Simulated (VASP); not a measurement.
# CaI (P-6m2) in VASP: further runs, part 2 of 2

VASP 6.6.1. Earlier steps stand in the parts before.

## Step 5: Single point, PBE-based screened hybrid with 25 % exact exchange

POSCAR

```
CaI
1.0
    4.1468204634      0.0000000000      0.0000000000
   -2.0734102317      3.5912518662      0.0000000000
    0.0000000000      0.0000000000      4.5762290000
I Ca
1 1
Direct
    0.6666666667      0.3333333333      0.0000000000
    0.0000000000      0.0000000000      0.5000000000
```

INCAR.step1

```
ALGO = Normal ; EDIFF = 1E-5
ENCUT = 400 ; GGA = PE
GGA_COMPAT = False ; ISIF = 2
ISMEAR = -1 ; LASPH = True
LCHARG = False ; LREAL = False
LWAVE = True ; NBANDS = 16
NELM = 120 ; PREC = Accurate
SIGMA = 0.05
```

INCAR.step2

```
AEXX = 0.25 ; ALGO = Normal
EDIFF = 1E-6 ; ENCUT = 400
GGA = PE ; GGA_COMPAT = False
HFSCREEN = 0.15 ; ISIF = 2
ISMEAR = -1 ; ISTART = 1
LASPH = True ; LCHARG = False
LHFCALC = True ; LREAL = False
LWAVE = False ; NBANDS = 16
NELM = 120 ; PREC = Accurate
PRECFOCK = Normal ; SIGMA = 0.05
```

KPOINTS

```
k-points
0
Gamma
  4 4 3
```

Potentials or basis: VASP PAW PBE potentials, release 64 (I, Ca_sv).

Launch:

```
> cat potpaw_PBE.64/I/POTCAR potpaw_PBE.64/Ca_sv/POTCAR > POTCAR
> cp INCAR.step1 INCAR
> mpirun -np 1 vasp_std > vasp.out
> cp INCAR.step2 INCAR
> mpirun -np 1 vasp_std > vasp.out
```

OUTCAR:

```text
AEXX = 0.25
   EDIFF = 1E-6
   ENCUT = 400
   GGA = PE
   HFSCREEN = 0.15
   ISIF = 2
   ISMEAR = -1
   ISTART = 1
   LASPH = True
   LHFCALC = True
   LREAL = False
   NELM = 120
   PREC = Accurate
   PRECFOCK = Normal

 ion  position               nearest neighbor table
   1  0.667  0.333  0.000-   2 3.31   2 3.31   2 3.31   2 3.31   2 3.31   2 3.31
   2  0.000  0.000  0.500-   1 3.31   1 3.31   1 3.31   1 3.31   1 3.31   1 3.31

  LATTYP: Found a hexagonal cell.
 ALAT       =     4.1468204634
 C/A-ratio  =     1.1035512727

  Lattice vectors:

 A1 = (   4.1468204634,   0.0000000000,   0.0000000000)
 A2 = (  -2.0734102317,   3.5912518662,   0.0000000000)
 A3 = (   0.0000000000,   0.0000000000,   4.5762290000)

Analysis of symmetry for initial positions (statically):
=====================================================================
 Subroutine PRICEL returns:
 Original cell was already a primitive cell.

 Routine SETGRP: Setting up the symmetry group for a
 hexagonal supercell.

 Subroutine GETGRP returns: Found 12 space group operations
 (whereof 12 operations were pure point group operations)
 out of a pool of 24 trial point group operations.

The static configuration has the point symmetry D_3h.

Analysis of symmetry for dynamics (positions and initial velocities):
=====================================================================
 Subroutine PRICEL returns:
 Original cell was already a primitive cell.

 Routine SETGRP: Setting up the symmetry group for a
 hexagonal supercell.

 Subroutine GETGRP returns: Found 12 space group operations
 (whereof 12 operations were pure point group operations)
[... 104 lines left out ...]
     AMIX     =   0.40;   BMIX     =  1.00
     AMIX_MAG =   1.60;   BMIX_MAG =  1.00
  volume/ion in A,a.u.               =      34.08       229.95
  Fermi-wavevector in a.u.,A,eV,Ry     =   1.030548  1.947453 14.449782  1.062029
  Thomas-Fermi vector in A             =   2.164652
   LORBIT       =      0    0 simple, 1 ext, 2 COOP (PROOUT), +10 PAW based schemes
   GGA     = PE    functional components
   LHFCALC =     T    Hartree Fock is set to
   PRECFOCK=normal    Normal, Fast or Accurate (Low or Medium for compatibility)
   ENCUT4O =  -1.0   cutoff for four orbital integrals eV
   NKREDX  =     1    reduce k-point grid by
   NKREDY  =     1    reduce k-point grid by
   NKREDZ  =     1    reduce k-point grid by
   AEXX    =    0.2500 exact exchange contribution
   HFSCREEN=    0.1500 screening length (either q_TF or 0.3 A-1)
   HFSCREENC=   0.1500 screening length for correlation (either q_TF or 0.3 A-1)
   ENCUTFOCK=  -1.0 apply spherical cutoff to Coloumb kernel
   IVDW    =     0    specifies the selected vdW correction
   LEPSILON=     F    determine dielectric tensor
   LRPA    =     F    only Hartree local field effects (RPA)
 non-spin polarized calculation
  energy-cutoff  :      400.00
  volume of cell :       68.15
 maximum number of plane-waves:      1250
 NGX is ok and might be reduce to    28
  NGX = 24; NGY = 24; NGZ = 24

 number of electron      17.0000001 magnetization

 Free energy of the ion-electron system (eV)
  ---------------------------------------------------
  ext. energy  EPLUGINS =         0.00000000
  ---------------------------------------------------
  free energy    TOTEN  =        -6.01365164 eV

  energy without entropy =       -5.99647701  energy(sigma->0) =       -6.00506432

 E-fermi :   5.7272     XC(G=0):  -7.1850

 val. band max:        5.6555563162   @ k =   0.2500   0.2500   0.3333
 cond. band min:       5.7430201682   @ k =   0.5000   0.0000   0.0000
 fundamental gap:      0.0874638519
 Fermi energy:         5.7272020280

 k-point     1 :       0.0000    0.0000    0.0000
  band No.  band energies     occupation
      1     -40.7190      2.00000
      2     -20.3042      2.00000
      3     -20.1910      2.00000
      4     -20.1910      2.00000
      5     -11.3150      2.00000
      6      -0.0591      2.00000
[... 129 lines left out ...]
      3     -20.2492      2.00000
      4     -20.2195      2.00000
      5     -10.6969      2.00000
      6      -1.0835      2.00000
[... 8 lines left out ...]
     15      10.6059      0.00000
     16      11.2950      0.00000

------------------------ aborting loop because EDIFF is reached ----------------------------------------

  FORCE on cell =-STRESS in cart. coord.  units (eV):
  Direction    XX          YY          ZZ          XY          YZ          ZX
  --------------------------------------------------------------------------------------
  -------------------------------------------------------------------------------------
  Total       -0.2152630     -0.2152630     -0.1863358     -0.0000000     -0.0000000      0.0000000
  in kB       -5.0607072     -5.0607072     -4.3806445     -0.0000000     -0.0000000      0.0000000
  external PRESSURE =      -4.8340196 kB  Pullay stress =       0.0000000 kB

 VOLUME and BASIS-vectors are now :
 -----------------------------------------------------------------------------
  energy-cutoff  :      400.00
  volume of cell :       68.15
      direct lattice vectors                 reciprocal lattice vectors
     4.146820463  0.000000000  0.000000000     0.241148612  0.139227216  0.000000000
    -2.073410232  3.591251866  0.000000000     0.000000000  0.278454432  0.000000000
     0.000000000  0.000000000  4.576229000     0.000000000  0.000000000  0.218520533

 POSITION                                       TOTAL-FORCE (eV/Angst)
 -----------------------------------------------------------------------------------
      2.07341      1.19708      0.00000        -0.000000     -0.000000      0.000000
      0.00000      0.00000      2.28811         0.000000      0.000000      0.000000
 -----------------------------------------------------------------------------------
    total drift:                                0.000005     -0.000000     -0.000000

  FREE ENERGIE OF THE ION-ELECTRON SYSTEM (eV)
  ---------------------------------------------------
  free  energy   TOTEN  =        -6.0136516365 eV

  energy  without entropy=       -5.9964770107  energy(sigma->0) =       -6.00506432
```

OSZICAR.step1:

```text
N       E                     dE             d eps       ncg     rms          rms(c)
DAV:   1     0.106063036568E+03    0.10606E+03   -0.68350E+03   256   0.759E+02
DAV:   2     0.735161391469E+00   -0.10533E+03   -0.10168E+03   336   0.220E+02
DAV:   3    -0.535998153063E+01   -0.60951E+01   -0.60680E+01   472   0.452E+01
DAV:   4    -0.546923198128E+01   -0.10925E+00   -0.10918E+00   312   0.553E+00
DAV:   5    -0.547162705609E+01   -0.23951E-02   -0.23950E-02   400   0.752E-01    0.426E+00
DAV:   6    -0.542356498488E+01    0.48062E-01   -0.98583E-02   320   0.231E+00    0.268E+00
DAV:   7    -0.542660667854E+01   -0.30417E-02   -0.61947E-02   328   0.199E+00    0.490E-01
DAV:   8    -0.542552839029E+01    0.10783E-02   -0.76402E-03   304   0.760E-01    0.918E-02
DAV:   9    -0.542563897503E+01   -0.11058E-03   -0.64600E-04   416   0.162E-01    0.346E-02
DAV:  10    -0.542564778359E+01   -0.88086E-05   -0.54137E-05   288   0.623E-02
   1 F= -.54256478E+01 E0= -.54128847E+01  d E =-.255261E-01
```

Wall time 7 min (1 thread of Intel Xeon Platinum 8259CL at 2.50GHz (Skylake/Cascade Lake), shared host); peak memory 0.26 GiB.

What came out:

```
Free energy            : -6.0137 eV
Pressure               : -0.5 GPa
Band gap on the k mesh : zero (an odd number of electrons rules out a gap without spin polarisation)
```

Levels at points of the mesh, in eV from the Fermi level:
```
           k point  band 5  band 6  band 7  band 8  band 9  band 10  band 11  band 12
(0.00, 0.00, 0.00)  -17.04   -5.79   -4.53   -4.53   -1.76     0.99     2.95     2.95
(0.50, 0.00, 0.00)  -16.47   -7.55   -5.57   -5.08    0.02     1.30     2.65     2.70
```

Caveat: the k points lie up to 0.46 Å⁻¹ apart, too coarse for converged energies and pressures of a metal; the PAW data sets were made with another functional, which shifts forces and pressure a little; spin-orbit coupling is left out, which moves the levels of the heavy elements; an odd number of electrons without spin polarisation forces a metal; a magnetic or distorted state may lie lower.

## Step 6: Single point, PBE-based screened hybrid with 25 % exact exchange

POSCAR is that of step 5.

INCAR.step1

```
  ALGO = Normal
  EDIFF = 1E-5
  ENCUT = 400
  GGA = PE
  GGA_COMPAT = False
  ISIF = 2
  ISMEAR = -1
  LASPH = True
  LCHARG = False
  LREAL = False
  LWAVE = True
  NBANDS = 16
  NELM = 120
  PREC = Accurate
  SIGMA = 0.05
```

INCAR.step2

```
  AEXX = 0.25
  ALGO = Normal
  EDIFF = 1E-6
  ENCUT = 400
  GGA = PE
  GGA_COMPAT = False
  HFSCREEN = 0.2
  ISIF = 2
  ISMEAR = -1
  ISTART = 1
  LASPH = True
  LCHARG = False
  LHFCALC = True
  LREAL = False
  LWAVE = False
  NBANDS = 16
  NELM = 120
  PREC = Accurate
  PRECFOCK = Normal
  SIGMA = 0.05
```

KPOINTS is that of step 5.

Potentials or basis: VASP PAW PBE potentials, release 64 (I, Ca_sv).

Launch:

```
> cat potpaw_PBE.64/I/POTCAR potpaw_PBE.64/Ca_sv/POTCAR > POTCAR
> cp INCAR.step1 INCAR
> mpirun -np 1 vasp_std > vasp.out
> cp INCAR.step2 INCAR
> mpirun -np 1 vasp_std > vasp.out
```

It took 7.1 min on 1 thread of Intel Xeon Platinum 8259CL at 2.50GHz (Skylake/Cascade Lake), shared host; peak memory 0.26 GiB.

Results (log left out):

- Free energy: -5.9510 eV
- Pressure: -0.5 GPa
- Band gap on the k mesh: zero (an odd number of electrons rules out a gap without spin polarisation)

Stress tensor (GPa, compression positive):
```
-0.45  0.00  0.00
 0.00 -0.45  0.00
 0.00  0.00 -0.64
```

Levels at points of the mesh, in eV from the Fermi level:
| k point | band 7 | band 8 | band 9 | band 10 | band 11 | band 12 |
| --- | --- | --- | --- | --- | --- | --- |
| (0.00, 0.00, 0.00) | -4.45 | -4.45 | -1.71 | 0.91 | 2.85 | 2.85 |
| (0.50, 0.00, 0.00) | -5.50 | -5.01 | -0.03 | 1.22 | 2.57 | 2.61 |

Caveat: the k points lie up to 0.46 Å⁻¹ apart, too coarse for converged energies and pressures of a metal; the PAW data sets were made with another functional, which shifts forces and pressure a little; spin-orbit coupling is left out, which moves the levels of the heavy elements; an odd number of electrons without spin polarisation forces a metal; a magnetic or distorted state may lie lower.

## Step 7: Overview

| level | spin | k mesh | cutoff (eV) | smearing | grid for exact exchange (PRECFOCK) | share of exact exchange | screening parameter | gap on the mesh (eV) | pressure (GPa) |
| --- | --- | --- | --- | --- | --- | --- | --- | --- | --- |
| PBE | non-collinear, zero start, SOC | 6 × 6 × 5 | 520 | fermi-dirac 0.1 eV | - | - | - | - | 0.0 |
| PBE-based screened hybrid with 25 % exact exchange | off | 4 × 4 × 3 | 400 | fermi-dirac 0.05 eV | Normal | 0.25 | 0.1 1/Å | none | -0.4 |
| PBE-based screened hybrid with 25 % exact exchange | off | 4 × 4 × 3 | 400 | fermi-dirac 0.05 eV | Normal | 0.25 | 0.15 1/Å | none | -0.5 |
| PBE-based screened hybrid with 25 % exact exchange | off | 4 × 4 × 3 | 400 | fermi-dirac 0.05 eV | Normal | 0.25 | 0.2 1/Å | none | -0.5 |

Alike in all rows: task single point; potentials or basis VASP PAW PBE potentials, release 64 (I, Ca_sv); cell as given.

Caveats: some runs use coarse meshes; the PAW data sets were made with another functional, which shifts forces and pressure a little (at least some runs); spin-orbit coupling is left out, which moves the levels of the heavy elements (at least some runs); an odd number of electrons without spin polarisation forces a metal (at least some runs); a magnetic or distorted state may lie lower (at least some runs).

Total energies depend on the potentials used, so only differences within one code and one set of settings carry meaning.
